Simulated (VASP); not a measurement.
# O (P6_3/mmc) in VASP: a series of runs, part 2 of 2

VASP 6.6.1. Earlier steps stand in the parts before.

## 3. Single point, PBEsol (volume scaled by 1.04)

Contents of INCAR:

```
ALGO     = Normal         # electronic algorithm
EDIFF    = 1E-6           # SCF threshold, eV
ENCUT    = 520            # plane-wave cutoff, eV
GGA      = PS             # functional
ISIF     = 2              # what is computed and relaxed
ISMEAR   = -1             # smearing method
LASPH    = T              # aspherical terms in the spheres
LCHARG   = F              # write CHGCAR
LREAL    = F              # projectors in reciprocal space
LWAVE    = F              # write WAVECAR
NBANDS   = 20             # bands
NELM     = 80             # most SCF steps
PREC     = Accurate       # precision mode
SIGMA    = 0.03           # smearing width, eV
```

Contents of KPOINTS:

```
k-points
0
Gamma
  13 13 5
```

Contents of POSCAR:

```
O
1.0
    2.5947007686      0.0000000000      0.0000000000
   -1.2973503843      2.2470767808      0.0000000000
    0.0000000000      0.0000000000      6.6615230801
O
4
Direct
    0.3333333333      0.6666666667      0.1610000000
    0.6666666667      0.3333333333      0.6610000000
    0.3333333333      0.6666666667      0.3390000000
    0.6666666667      0.3333333333      0.8390000000
```

Potentials or basis: VASP PAW PBE potentials, release 64 (O).

The run is started by

```
> cat potpaw_PBE.64/O/POTCAR > POTCAR
> mpirun -np 1 vasp_std > vasp.out
```

OUTCAR:

```text
EDIFF = 1E-6
   ENCUT = 520
   GGA = PS
   ISIF = 2
   ISMEAR = -1
   LASPH = T
   LREAL = F
   NELM = 80
   PREC = Accurate

 ion  position               nearest neighbor table
   1  0.333  0.667  0.161-   3 1.19
   2  0.667  0.333  0.661-   4 1.19
   3  0.333  0.667  0.339-   1 1.19
   4  0.667  0.333  0.839-   2 1.19

  LATTYP: Found a hexagonal cell.
 ALAT       =     2.5947007686
 C/A-ratio  =     2.5673569610

  Lattice vectors:

 A1 = (   2.5947007686,   0.0000000000,   0.0000000000)
 A2 = (  -1.2973503843,   2.2470767808,   0.0000000000)
 A3 = (   0.0000000000,   0.0000000000,   6.6615230801)

Analysis of symmetry for initial positions (statically):
=====================================================================
 Subroutine PRICEL returns:
 Original cell was already a primitive cell.

 Routine SETGRP: Setting up the symmetry group for a
 hexagonal supercell.

 Subroutine GETGRP returns: Found 24 space group operations
 (whereof 12 operations were pure point group operations)
 out of a pool of 24 trial point group operations.

The static configuration has the point symmetry D_3d.
 The point group associated with its full space group is D_6h.

Analysis of symmetry for dynamics (positions and initial velocities):
=====================================================================
 Subroutine PRICEL returns:
 Original cell was already a primitive cell.

 Routine SETGRP: Setting up the symmetry group for a
 hexagonal supercell.

 Subroutine GETGRP returns: Found 24 space group operations
 (whereof 12 operations were pure point group operations)
 out of a pool of 24 trial point group operations.

The dynamic configuration has the point symmetry D_3d.
[... 118 lines left out ...]
   EFERMI =   0.00;   METHOD = LEGACY
   ISMEAR =    -1;   SIGMA  =   0.03  broadening in eV -4-tet -1-fermi 0-gaus
   EFERMI_NEDOS =   21; number of points for ismear=-14 and -15
   IALGO  =     38    algorithm
   IMIX   =      4    mixing-type and parameters
     AMIX     =   0.40;   BMIX     =  1.00
     AMIX_MAG =   1.60;   BMIX_MAG =  1.00
  volume/ion in A,a.u.               =       9.71        65.53
  Fermi-wavevector in a.u.,A,eV,Ry     =   1.394395  2.635024 26.454298  1.944336
  Thomas-Fermi vector in A             =   2.517948
   LORBIT       =      0    0 simple, 1 ext, 2 COOP (PROOUT), +10 PAW based schemes
   GGA     = PS    functional components
   LHFCALC =     F    Hartree Fock is set to
   AEXX    =    0.0000 exact exchange contribution
   IVDW    =     0    specifies the selected vdW correction
   LEPSILON=     F    determine dielectric tensor
   LRPA    =     F    only Hartree local field effects (RPA)
 non-spin polarized calculation
  energy-cutoff  :      520.00
  volume of cell :       38.84
 maximum number of plane-waves:      1060
 NGX is ok and might be reduce to    20
   NGX =  9   NGY =  9   NGZ = 25

 number of electron      24.0000003 magnetization

 Free energy of the ion-electron system (eV)
  ---------------------------------------------------
  ext. energy  EPLUGINS =         0.00000000
  ---------------------------------------------------
  free energy    TOTEN  =       -20.05118081 eV

  energy without entropy =      -20.04237797  energy(sigma->0) =      -20.04677939

 E-fermi :   1.8726     XC(G=0): -10.6351

 val. band max:        1.8549801437   @ k =   0.2308  -0.0000   0.2000
 cond. band min:       1.8752260395   @ k =   0.2308  -0.0000   0.0000
 fundamental gap:      0.0202458958
 Fermi energy:         1.8726038319

 k-point     1 :       0.0000    0.0000    0.0000
  band No.  band energies     occupation
      1     -26.5683      2.00000
      2     -26.4350      2.00000
      3     -13.9098      2.00000
      4     -12.1571      2.00000
      5      -7.9825      2.00000
      6      -5.1288      2.00000
[... 541 lines left out ...]
     19      17.0567      0.00000
     20      17.3284      0.00000

 [... further k-points ...]

------------------------ aborting loop because EDIFF is reached ----------------------------------------

  FORCE on cell =-STRESS in cart. coord.  units (eV):
  Direction    XX          YY          ZZ          XY          YZ          ZX
  --------------------------------------------------------------------------------------
  -------------------------------------------------------------------------------------
  Total       -1.6339954     -1.6339954     10.3546032      0.0000000     -0.0000000      0.0000000
  in kB      -67.4035343    -67.4035343    427.1351536      0.0000000     -0.0000000      0.0000000
  external PRESSURE =      97.4426950 kB  Pullay stress =       0.0000000 kB

 VOLUME and BASIS-vectors are now :
 -----------------------------------------------------------------------------
  energy-cutoff  :      520.00
  volume of cell :       38.84
      direct lattice vectors                 reciprocal lattice vectors
     2.594700769  0.000000000  0.000000000     0.385400896  0.222511311  0.000000000
    -1.297350384  2.247076781  0.000000000     0.000000000  0.445022622  0.000000000
     0.000000000  0.000000000  6.661523080     0.000000000  0.000000000  0.150115820

 POSITION                                       TOTAL-FORCE (eV/Angst)
 -----------------------------------------------------------------------------------
     -0.00000      1.49805      1.07251         0.000000      0.000000     -3.076825
      1.29735      0.74903      4.40327        -0.000000     -0.000000     -3.076825
     -0.00000      1.49805      2.25826         0.000000      0.000000      3.076825
      1.29735      0.74903      5.58902        -0.000000     -0.000000      3.076825
 -----------------------------------------------------------------------------------
    total drift:                               -0.000000      0.000000      0.000000

  FREE ENERGIE OF THE ION-ELECTRON SYSTEM (eV)
  ---------------------------------------------------
  free  energy   TOTEN  =       -20.0511808145 eV

  energy  without entropy=      -20.0423779679  energy(sigma->0) =      -20.04677939
```

stdout:

```text
POSCAR found type information on POSCAR O
 POSCAR found :  1 types and       4 ions
 scaLAPACK will be used
 -----------------------------------------------------------------------------
|                                                                             |
|                                                                             |
|     You enforced a specific xc type in the INCAR file but a different       |
|     I HOPE YOU KNOW WHAT YOU ARE DOING!                                     |
|                                                                             |
 -----------------------------------------------------------------------------

 LDA part: xc-table for (Slater+PW92), standard interpolation
 POSCAR, INCAR and KPOINTS ok, starting setup
 FFT: planning ... GRIDC
 FFT: planning ... GRID_SOFT
 FFT: planning ... GRID
 WAVECAR not read
 entering main loop
```

Wall time 38 s (1 thread of AMD EPYC 7R43 (Zen 3), shared host); peak memory 0.12 GiB.

What came out:

```yaml
Free_energy: -20.0512 eV
Pressure: 9.7 GPa
Largest_force: 3.077 eV/Å
Band_gap_on_the_k_mesh: zero (band 12 reaches 2.93 eV, above the bottom of band 13 at 1.08 eV)
```

Forces on the atoms (eV/Å):
```
O    0.000  0.000 -3.077
O    0.000  0.000 -3.077
O    0.000  0.000  3.077
O    0.000  0.000  3.077
```

Stress tensor (GPa, compression positive):
```
-6.74  0.00  0.00
 0.00 -6.74  0.00
 0.00  0.00 42.71
```

Caveat: the standard files for N, O and F lose accuracy on very short bonds; spin is off for a triplet molecule; the PAW data sets were made with another functional, which shifts forces and pressure a little.

## 4. Single point, PBEsol (volume scaled by 0.96)

Contents of INCAR:

```
SYSTEM = O
PREC = Accurate
ENCUT = 520
EDIFF = 1E-6
ISMEAR = -1
SIGMA = 0.03
LREAL = .False.
LASPH = .True.
NELM = 100
ALGO = Normal
ISIF = 2
LWAVE = .False.
LCHARG = .False.
GGA = PS
NBANDS = 20
```

Contents of KPOINTS:

```
Automatic mesh
0
Gamma
  13 13 5
  0 0 0
```

Contents of POSCAR:

```
O
1.0
    2.5263871965      0.0000000000      0.0000000000
   -1.2631935983      2.1879154920      0.0000000000
    0.0000000000      0.0000000000      6.4861377555
O
4
Direct
    0.3333333333      0.6666666667      0.1610000000
    0.6666666667      0.3333333333      0.6610000000
    0.3333333333      0.6666666667      0.3390000000
    0.6666666667      0.3333333333      0.8390000000
```

The run is started by

```
> cat potpaw_PBE.64/O/POTCAR > POTCAR
> mpirun -np 1 vasp_std > vasp.out
```

Wall time 19 s (1 thread of Intel Xeon Platinum 8559C (Emerald Rapids), shared host); peak memory 0.15 GiB.

It converged, with:

| Property | Result |
| --- | --- |
| Free energy | -19.7191 eV |
| Pressure | 25.6 GPa |
| Largest force | 6.392 eV/Å |
| Band gap on the k mesh | zero (band 12 reaches 4.02 eV, above the bottom of band 13 at 1.90 eV) |

Forces on the atoms (eV/Å):
```
O    0.000  0.000 -6.392
O    0.000  0.000 -6.392
O    0.000  0.000  6.392
O    0.000  0.000  6.392
```

Stress tensor (GPa, compression positive):
```
-3.98  0.00  0.00
 0.00 -3.98  0.00
 0.00  0.00 84.74
```

Levels at points of the mesh, in eV from the Fermi level:
```tsv
k point	band 10	band 11	band 12	band 13	band 14	band 15
(0.00, 0.00, 0.00)	-6.41	1.11	1.11	1.41	1.41	8.79
```

Caveat: the standard files for N, O and F lose accuracy on very short bonds; spin is off for a triplet molecule; the PAW data sets were made with another functional, which shifts forces and pressure a little.

## 5. Summary

| cell | gap on the mesh (eV) | pressure (GPa) | largest force (eV/Å) |
| --- | --- | --- | --- |
| a = 2.570, b = 2.570, c = 6.597 Å, angles 90.0, 90.0, 120.0°, 4 atoms | none | 15.0 | 4.22 |
| a = 2.595, b = 2.595, c = 6.662 Å, angles 90.0, 90.0, 120.0°, 4 atoms | none | 9.7 | 3.08 |
| a = 2.526, b = 2.526, c = 6.486 Å, angles 90.0, 90.0, 120.0°, 4 atoms | none | 25.6 | 6.39 |

Alike in all rows: task single point; level PBEsol; potentials or basis VASP PAW PBE potentials, release 64 (O); no spin polarisation; k mesh 13 × 13 × 5; cutoff (eV) 520; smearing fermi-dirac 0.03 eV.

Caveats: the standard files for N, O and F lose accuracy on very short bonds; spin is off for a triplet molecule; the PAW data sets were made with another functional, which shifts forces and pressure a little.

Absolute energies hang on the potentials; compare differences alone.
